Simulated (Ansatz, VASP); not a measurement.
# Co3Si5Ru2 in VASP and in Ansatz

```xyz
10
Lattice="2.8917 0.0000 0.0000 0.0000 2.8917 0.0000 0.0000 0.0000 13.8339" Properties=species:S:1:pos:R:3 pbc="T T T"
Co    0.0000    0.0000   11.1985
Co    0.0000    0.0000    0.0000
Co    0.0000    0.0000    2.6355
Si    1.4458    1.4458    9.8865
Si    1.4458    1.4458   12.5168
Si    1.4458    1.4458    1.3171
Si    1.4458    1.4458    3.9474
Si    1.4458    1.4458    6.9170
Ru    0.0000    0.0000    8.4004
Ru    0.0000    0.0000    5.4336
```

Alike in both runs: functional PBE; k mesh 14 × 14 × 4; occupations fermi-dirac, width 0.15 eV; no spin polarisation.

Ansatz relaxed the structure, and its values are those at the end. VASP's run is a single point on that final structure, the one shown.

```csv
,VASP,Ansatz
version,VASP 6.6.1,Ansatz 0.2.0
potentials or method,"VASP PAW PBE potentials, release 64 (Co, Si, Ru_pv), cutoff 520 eV","scalar-relativistic, plane waves, PAW"
valence electrons in the cell,75,103
```

```csv
,VASP,Ansatz,Ansatz less VASP
gap on the k mesh at the Fermi level (eV),none,none,-
pressure (GPa),0.0,0.0,-0.04
```

A gap of «none» marks a metal or a gap that the smearing closes. VASP's potentials hold 75 valence electrons a cell and Ansatz's 103, so a difference there can come from the potentials and not from the codes.
